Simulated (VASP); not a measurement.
# GdN (P-6m2) in VASP: further runs, part 3 of 3

VASP 6.6.1. Earlier steps stand in the parts before.

### 5 Single point, r2SCAN, collinear spin, ferromagnetic start (14.99 Å³/atom)

This run uses another cell than the first one, of 14.99 Å³/atom.

The input, POSCAR:

```
GdN
1.0
    3.3624697153      0.0000000000      0.0000000000
   -1.6812348576      2.9119841929      0.0000000000
    0.0000000000      0.0000000000      3.0623131137
Gd N
1 1
Direct
    0.0000000000      0.0000000000      0.0000000000
    0.6666666667      0.3333333333      0.5000000000
```

The input, INCAR.step1:

```
PREC     = Accurate       # precision mode
ENCUT    = 520            # plane-wave cutoff, eV
ISMEAR   = 0              # smearing method
SIGMA    = 0.05           # smearing width, eV
LREAL    = False          # projectors in reciprocal space
LASPH    = True           # aspherical terms in the spheres
NELM     = 150            # most SCF steps
ISPIN    = 2              # spin polarisation
MAGMOM   = 7.62 0         # initial moments
LMAXMIX  = 6              # l up to which the mixer works
NBANDS   = 22             # bands
GGA      = PE             # functional
ALGO     = Normal         # electronic algorithm
EDIFF    = 1E-4           # SCF threshold, eV
LWAVE    = True           # write WAVECAR
LCHARG   = False          # write CHGCAR
```

The input, INCAR.step2:

```
PREC     = Accurate       # precision mode
ENCUT    = 520            # plane-wave cutoff, eV
EDIFF    = 1E-6           # SCF threshold, eV
ISMEAR   = 0              # smearing method
SIGMA    = 0.05           # smearing width, eV
LREAL    = False          # projectors in reciprocal space
LASPH    = True           # aspherical terms in the spheres
NELM     = 150            # most SCF steps
ALGO     = Normal         # electronic algorithm
ISIF     = 2              # what is computed and relaxed
LWAVE    = False          # write WAVECAR
LCHARG   = False          # write CHGCAR
ISPIN    = 2              # spin polarisation
MAGMOM   = 7.62 0         # initial moments
LORBIT   = 11             # projections on sites
LMAXMIX  = 6              # l up to which the mixer works
METAGGA  = R2SCAN         # meta-GGA
LMIXTAU  = True         
NBANDS   = 22             # bands
ISTART   = 1
```

The input, KPOINTS:

```
regular mesh
0
Gamma
  12 12 12
```

Potentials or basis: VASP PAW PBE potentials, release 64 (Gd, N).

Started as:

```
> cat potpaw_PBE.64/Gd/POTCAR potpaw_PBE.64/N/POTCAR > POTCAR
> cp INCAR.step1 INCAR
> mpirun -np 1 vasp_std > vasp.out
> cp INCAR.step2 INCAR
> mpirun -np 1 vasp_std > vasp.out
```

OUTCAR:

```text
PREC = Accurate
   ENCUT = 520
   EDIFF = 1E-6
   ISMEAR = 0
   LREAL = False
   LASPH = True
   NELM = 150
   ISIF = 2
   ISPIN = 2
   LORBIT = 11
   METAGGA = R2SCAN
   ISTART = 1

 ion  position               nearest neighbor table
   1  0.000  0.000  0.000-   2 2.47   2 2.47   2 2.47   2 2.47   2 2.47   2 2.47
   2  0.667  0.333  0.500-   1 2.47   1 2.47   1 2.47   1 2.47   1 2.47   1 2.47

  LATTYP: Found a hexagonal cell.
 ALAT       =     3.3624697153
 C/A-ratio  =     0.9107332922

  Lattice vectors:

 A1 = (   3.3624697153,   0.0000000000,   0.0000000000)
 A2 = (  -1.6812348576,   2.9119841929,   0.0000000000)
 A3 = (   0.0000000000,   0.0000000000,   3.0623131137)

Analysis of symmetry for initial positions (statically):
=====================================================================
 Subroutine PRICEL returns:
 Original cell was already a primitive cell.

 Routine SETGRP: Setting up the symmetry group for a
 hexagonal supercell.

 Subroutine GETGRP returns: Found 12 space group operations
 (whereof 12 operations were pure point group operations)
 out of a pool of 24 trial point group operations.

The static configuration has the point symmetry D_3h.

Analysis of symmetry for dynamics (positions and initial velocities):
=====================================================================
 Subroutine PRICEL returns:
 Original cell was already a primitive cell.

 Routine SETGRP: Setting up the symmetry group for a
 hexagonal supercell.

 Subroutine GETGRP returns: Found 12 space group operations
 (whereof 12 operations were pure point group operations)
 out of a pool of 24 trial point group operations.

The dynamic configuration has the point symmetry D_3h.

Analysis of structural, dynamic, and magnetic symmetry:
=====================================================================
 Subroutine PRICEL returns:
 Original cell was already a primitive cell.

 Routine SETGRP: Setting up the symmetry group for a
 hexagonal supercell.

 Subroutine GETGRP returns: Found 12 space group operations
 (whereof 12 operations were pure point group operations)
 out of a pool of 24 trial point group operations.

The overall configuration has the point symmetry D_3h.

 Subroutine INISYM returns: Found 12 space group operations
 (whereof 12 operations are pure point group operations),
 and found     1 'primitive' translations

----------------------------------------------------------------------------------------

                                     Primitive cell

  volume of cell :      29.9845

  direct lattice vectors                    reciprocal lattice vectors
     3.362469715  0.000000000  0.000000000     0.297400448  0.171704229  0.000000000
    -1.681234858  2.911984193  0.000000000     0.000000000  0.343408458  0.000000000
     0.000000000  0.000000000  3.062313114     0.000000000  0.000000000  0.326550540

  length of vectors
     3.362469715  3.362469715  3.062313114     0.343408458  0.343408458  0.326550540

  position of ions in fractional coordinates (direct lattice)
     0.000000000  0.000000000  0.000000000
[... 69 lines left out ...]
   PREC   = accura    normal or accurate (medium, high low for compatibility)
   ISTART =      1    job   : 0-new  1-cont  2-samecut
   ICHARG =      0    charge: 1-file 2-atom 10-const
   ISPIN  =      2    spin polarized calculation?
   LNONCOLLINEAR =      F non collinear calculations
   LSORBIT =      F    spin-orbit coupling
   LASPH  =      T    aspherical Exc in radial PAW
   ENCUT  =  520.0 eV  38.22 Ry    6.18 a.u.   6.25  6.25  5.69*2*pi/ulx,y,z
   NELM   =    150;   NELMIN=  2; NELMDL=  0     # of ELM steps
   EDIFF  = 0.1E-05   stopping-criterion for ELM
   LREAL  =      F    real-space projection
   EDIFFG = 0.1E-04   stopping-criterion for IOM
   NSW    =      0    number of steps for IOM
   IBRION =     -1    ionic relax: 0-MD 1-quasi-New 2-CG
   NFREE  =      0    steps in history (QN), initial steepest desc. (CG)
   ISIF   =      2    stress and relaxation
   ISYM   =      2    0-nonsym 1-usesym 2-fastsym
   POTIM  = 0.5000    time-step for ionic-motion
   TEBEG  =    0.0;   TEEND  =   0.0 temperature during run
   PSTRESS=    0.0 pullay stress
   NELECT =      23.0000    total number of electrons
   NUPDOWN=      -1.0000    fix difference up-down
   EMIN   =  10.00;   EMAX   =-10.00  energy-range for DOS
   EFERMI =   0.00;   METHOD = LEGACY
   ISMEAR =     0;   SIGMA  =   0.05  broadening in eV -4-tet -1-fermi 0-gaus
   EFERMI_NEDOS =   21; number of points for ismear=-14 and -15
   IALGO  =     38    algorithm
   IMIX   =      4    mixing-type and parameters
     AMIX     =   0.40;   BMIX     =  1.00
     AMIX_MAG =   1.60;   BMIX_MAG =  1.00
  volume/ion in A,a.u.               =      14.99       101.17
  Fermi-wavevector in a.u.,A,eV,Ry     =   1.498598  2.831939 30.555904  2.245796
  Thomas-Fermi vector in A             =   2.610336
   LORBIT       =     11    0 simple, 1 ext, 2 COOP (PROOUT), +10 PAW based schemes
   METAGGA = R2SCAN    functional components
   LHFCALC =     F    Hartree Fock is set to
   AEXX    =    0.0000 exact exchange contribution
   IVDW    =     0    specifies the selected vdW correction
   LEPSILON=     F    determine dielectric tensor
   LRPA    =     F    only Hartree local field effects (RPA)
 spin polarized calculation
 Gauss-broadening in eV      SIGMA  =   0.05
  energy-cutoff  :      520.00
  volume of cell :       29.98
 maximum number of plane-waves:       833
 NGX is ok and might be reduce to    28
   NGX = 13   NGY = 13   NGZ = 11

 number of electron      23.0000002 magnetization       7.0000001

 Free energy of the ion-electron system (eV)
  ---------------------------------------------------
  ext. energy  EPLUGINS =         0.00000000
  ---------------------------------------------------
  free energy    TOTEN  =       -53.00182538 eV

  energy without entropy =      -53.00172518  energy(sigma->0) =      -53.00177528

 E-fermi :   4.3710     XC(G=0): -12.4012

 val. band max:        4.3666170991   @ k =   0.0833   0.0833   0.0000
 cond. band min:       4.3757352010   @ k =   0.0833   0.0833   0.0000
 fundamental gap:      0.0091181019
 Fermi energy:         4.3710126314

 spin component 1

 k-point     1 :       0.0000    0.0000    0.0000
  band No.  band energies     occupation
      1     -41.6196      1.00000
      2     -17.9036      1.00000
      3     -17.9035      1.00000
      4     -17.6317      1.00000
      5      -9.8015      1.00000
      6      -0.0293      1.00000
[... 589 lines left out ...]
     21      12.8783      0.00000
     22      18.5362      0.00000

 [... further k-points ...]

 spin component 2

 k-point     1 :       0.0000    0.0000    0.0000
  band No.  band energies     occupation
      1     -37.9384      1.00000
      2     -15.3025      1.00000
      3     -15.3025      1.00000
      4     -14.9917      1.00000
      5      -9.7789      1.00000
      6       2.5330      1.00000
[... 589 lines left out ...]
     21      13.9294      0.00000
     22      19.5476      0.00000

 [... further k-points ...]

------------------------ aborting loop because EDIFF is reached ----------------------------------------

  FORCE on cell =-STRESS in cart. coord.  units (eV):
  Direction    XX          YY          ZZ          XY          YZ          ZX
  --------------------------------------------------------------------------------------
  -------------------------------------------------------------------------------------
  Total        0.5343228      0.5343228      0.5622821      0.0000000      0.0000000     -0.0000000
  in kB       28.5507344     28.5507344     30.0446965      0.0000000      0.0000000     -0.0000000
  external PRESSURE =      29.0487218 kB  Pullay stress =       0.0000000 kB

 VOLUME and BASIS-vectors are now :
 -----------------------------------------------------------------------------
  energy-cutoff  :      520.00
  volume of cell :       29.98
      direct lattice vectors                 reciprocal lattice vectors
     3.362469715  0.000000000  0.000000000     0.297400448  0.171704229  0.000000000
    -1.681234858  2.911984193  0.000000000     0.000000000  0.343408458  0.000000000
     0.000000000  0.000000000  3.062313114     0.000000000  0.000000000  0.326550540

 POSITION                                       TOTAL-FORCE (eV/Angst)
 -----------------------------------------------------------------------------------
      0.00000      0.00000      0.00000        -0.000000      0.000000      0.000000
      1.68123      0.97066      1.53116         0.000000      0.000000      0.000000
 -----------------------------------------------------------------------------------
    total drift:                               -0.000000      0.000000      0.000000

  FREE ENERGIE OF THE ION-ELECTRON SYSTEM (eV)
  ---------------------------------------------------
  free  energy   TOTEN  =       -53.0018253782 eV

  energy  without entropy=      -53.0017251840  energy(sigma->0) =      -53.00177528

 total charge

# of ion       s       p       d       f       tot
--------------------------------------------------
    1        2.048   5.672   0.569   7.002  15.291
    2        1.251   2.438   0.000   0.000   3.689
--------------------------------------------------
tot          3.299   8.110   0.569   7.002  18.980

 magnetization (x)

# of ion       s       p       d       f       tot
--------------------------------------------------
    1       -0.007  -0.126   0.088   6.830   6.785
    2       -0.008  -0.080   0.000   0.000  -0.088
--------------------------------------------------
tot         -0.015  -0.206   0.088   6.830   6.697
```

It took 14 min on 1 thread of Intel Xeon 6975P-C (Granite Rapids), shared host; peak memory 0.3 GiB.

What came out:

```
Free energy                                           : -53.0018 eV
Pressure                                              : 2.9 GPa
Band gap on the k mesh                                : 0.01 eV
Net moment                                            : 7.00 μB per cell
Site moments                                          : Gd +6.79; N -0.09 μB
Valence electrons inside the program's atomic spheres : Gd 15.29; N 3.69
```

Stress tensor (GPa, compression positive):
```
2.86 0.00 0.00
0.00 2.86 0.00
0.00 0.00 3.00
```

Levels at points of the mesh, in eV from the valence-band top:
Spin up:
| k point | band 13 | band 14 | band 15 | band 16 | band 17 | band 18 |
| --- | --- | --- | --- | --- | --- | --- |
| (0.00, 0.00, 0.00) | -1.88 | -1.88 | -0.37 | 0.37 | 3.44 | 6.20 |
| (0.50, 0.00, 0.00) | -3.77 | -1.27 | -0.41 | 0.11 | 5.61 | 6.59 |
| (0.00, 0.00, 0.50) | -4.07 | -1.02 | -1.02 | 3.10 | 3.10 | 5.33 |
| (0.50, 0.00, 0.50) | -3.40 | -2.65 | -2.37 | 3.02 | 5.91 | 7.77 |
Spin down:
```
           k point  band 4  band 5  band 6  band 7  band 8  band 9  band 10  band 11  band 12  band 13
(0.00, 0.00, 0.00)  -19.36  -14.15   -1.83   -1.83   -0.26    0.58     1.96     2.79     2.79     2.91
(0.50, 0.00, 0.00)  -19.14  -12.59   -3.61   -1.54   -0.85    1.00     2.60     2.65     2.96     3.01
(0.00, 0.00, 0.50)  -19.44  -11.90   -4.39   -1.54   -1.54    2.25     2.63     3.08     3.10     3.10
(0.50, 0.00, 0.50)  -19.72  -13.40   -3.13   -2.59   -2.42    2.70     2.71     2.74     2.93     2.99
```

Caveat: the PAW data sets were made with another functional, which shifts forces and pressure a little; spin-orbit coupling is left out, which moves the levels of the heavy elements; a cell with one magnetic atom can't hold antiferromagnetic order, which such compounds often take; semilocal functionals describe open f shells poorly, which spoils levels, moments and volumes. The state reached can hang on the start; a lower one may exist.

### 6 Single point, r2SCAN, collinear spin, ferromagnetic start

This run uses another cell than the first one, of 14.99 Å³/atom.

The input, POSCAR:

```
GdN
1.0
    3.3867809642      0.0000000000      0.0000000000
   -1.6933904821      2.9330383520      0.0000000000
    0.0000000000      0.0000000000      3.0185066495
Gd N
1 1
Direct
    0.0000000000      0.0000000000      0.0000000000
    0.6666666667      0.3333333333      0.5000000000
```

The input, INCAR.step1:

```
SYSTEM = GdN
PREC     = Accurate       ! precision mode
ENCUT    = 520            ! plane-wave cutoff, eV
ISMEAR   = 0              ! smearing method
SIGMA    = 0.05           ! smearing width, eV
LREAL    = .FALSE.        ! projectors in reciprocal space
LASPH    = .TRUE.         ! aspherical terms in the spheres
NELM     = 150            ! most SCF steps
ISPIN    = 2              ! spin polarisation
MAGMOM   = 7.62 0         ! initial moments
LMAXMIX  = 6              ! l up to which the mixer works
NBANDS   = 22             ! bands
GGA      = PE             ! functional
ALGO     = Normal         ! electronic algorithm
EDIFF    = 1E-4           ! SCF threshold, eV
LWAVE    = .TRUE.         ! write WAVECAR
LCHARG   = .FALSE.        ! write CHGCAR
```

The input, INCAR.step2:

```
SYSTEM = GdN
PREC     = Accurate       ! precision mode
ENCUT    = 520            ! plane-wave cutoff, eV
EDIFF    = 1E-6           ! SCF threshold, eV
ISMEAR   = 0              ! smearing method
SIGMA    = 0.05           ! smearing width, eV
LREAL    = .FALSE.        ! projectors in reciprocal space
LASPH    = .TRUE.         ! aspherical terms in the spheres
NELM     = 150            ! most SCF steps
ALGO     = Normal         ! electronic algorithm
ISIF     = 2              ! what is computed and relaxed
LWAVE    = .FALSE.        ! write WAVECAR
LCHARG   = .TRUE.         ! write CHGCAR
ISPIN    = 2              ! spin polarisation
MAGMOM   = 7.62 0         ! initial moments
LORBIT   = 11             ! projections on sites
LMAXMIX  = 6              ! l up to which the mixer works
METAGGA  = R2SCAN         ! meta-GGA
LMIXTAU  = .TRUE.       
LELF     = .TRUE.         ! ELF
LVHAR    = .TRUE.       
NBANDS   = 22             ! bands
ISTART   = 1
```

The input, KPOINTS:

```
regular mesh
0
G
  12 12 12
  0 0 0
```

Potentials or basis: VASP PAW PBE potentials, release 64 (Gd, N).

Started as:

```
> cat potpaw_PBE.64/Gd/POTCAR potpaw_PBE.64/N/POTCAR > POTCAR
> cp INCAR.step1 INCAR
> mpirun -np 1 vasp_std > vasp.out
> cp INCAR.step2 INCAR
> mpirun -np 1 vasp_std > vasp.out
```

Wall time 14 min (1 thread of Intel Xeon 6975P-C (Granite Rapids), shared host); peak memory 0.29 GiB.

It converged, with:

- Free energy: -52.9893 eV
- Pressure: 3.3 GPa
- Band gap on the k mesh: 0.01 eV
- Net moment: 7.00 μB per cell
- Site moments: Gd +6.79; N -0.09 μB
- Valence electrons inside the program's atomic spheres: Gd 15.29; N 3.69

Stress tensor (GPa, compression positive):
```
0.27 0.00 0.00
0.00 0.27 0.00
0.00 0.00 9.37
```

Levels at points of the mesh, in eV from the valence-band top:
Spin up:
```
           k point  band 13  band 14  band 15  band 16  band 17  band 18
(0.00, 0.00, 0.00)    -2.04    -2.04    -0.41     0.45     3.27     6.28
(0.50, 0.00, 0.00)    -3.83    -1.13    -0.52     0.05     5.36     6.68
(0.00, 0.00, 0.50)    -4.08    -1.17    -1.17     3.12     3.12     5.24
(0.50, 0.00, 0.50)    -3.43    -2.78    -2.40     3.06     5.78     7.66
```
Spin down:
| k point | band 5 | band 6 | band 7 | band 8 | band 9 | band 10 | band 11 | band 12 |
| --- | --- | --- | --- | --- | --- | --- | --- | --- |
| (0.00, 0.00, 0.00) | -14.21 | -1.99 | -1.99 | -0.21 | 0.57 | 1.90 | 2.72 | 2.72 |
| (0.50, 0.00, 0.00) | -12.66 | -3.64 | -1.42 | -0.95 | 0.98 | 2.53 | 2.61 | 2.92 |
| (0.00, 0.00, 0.50) | -11.96 | -4.44 | -1.69 | -1.69 | 2.26 | 2.58 | 3.03 | 3.03 |
| (0.50, 0.00, 0.50) | -13.45 | -3.19 | -2.73 | -2.47 | 2.68 | 2.68 | 2.69 | 2.88 |

Caveat: the cell stands under pressure; the PAW data sets were made with another functional, which shifts forces and pressure a little; spin-orbit coupling is left out, which moves the levels of the heavy elements; a cell with one magnetic atom can't hold antiferromagnetic order, which such compounds often take; semilocal functionals describe open f shells poorly, which spoils levels, moments and volumes. A k mesh can miss the band edges.

### 7 Overview

```tsv
cell	gap on the mesh (eV)	pressure (GPa)	moment (μB)
a = 3.387, b = 3.387, c = 3.080 Å, angles 90.0, 90.0, 120.0°, 2 atoms	-	-0.1	7.00
a = 3.469, b = 3.469, c = 3.141 Å, angles 90.0, 90.0, 120.0°, 2 atoms	0.10	-8.7	7.00
a = 3.362, b = 3.362, c = 3.062 Å, angles 90.0, 90.0, 120.0°, 2 atoms	0.01	2.9	7.00
a = 3.387, b = 3.387, c = 3.019 Å, angles 90.0, 90.0, 120.0°, 2 atoms	0.01	3.3	7.00
```

Alike in all rows: task single point; level r2SCAN; potentials or basis VASP PAW PBE potentials, release 64 (Gd, N); spin collinear, ferromagnetic start; k mesh 12 × 12 × 12; cutoff (eV) 520; smearing gaussian 0.05 eV.

Caveats: the PAW data sets were made with another functional, which shifts forces and pressure a little; spin-orbit coupling is left out, which moves the levels of the heavy elements; a cell with one magnetic atom can't hold antiferromagnetic order, which such compounds often take; semilocal functionals describe open f shells poorly, which spoils levels, moments and volumes; the cell stands under tension (at least some runs); the cell stands under pressure (at least some runs).

Absolute energies hang on the potentials; compare differences alone.
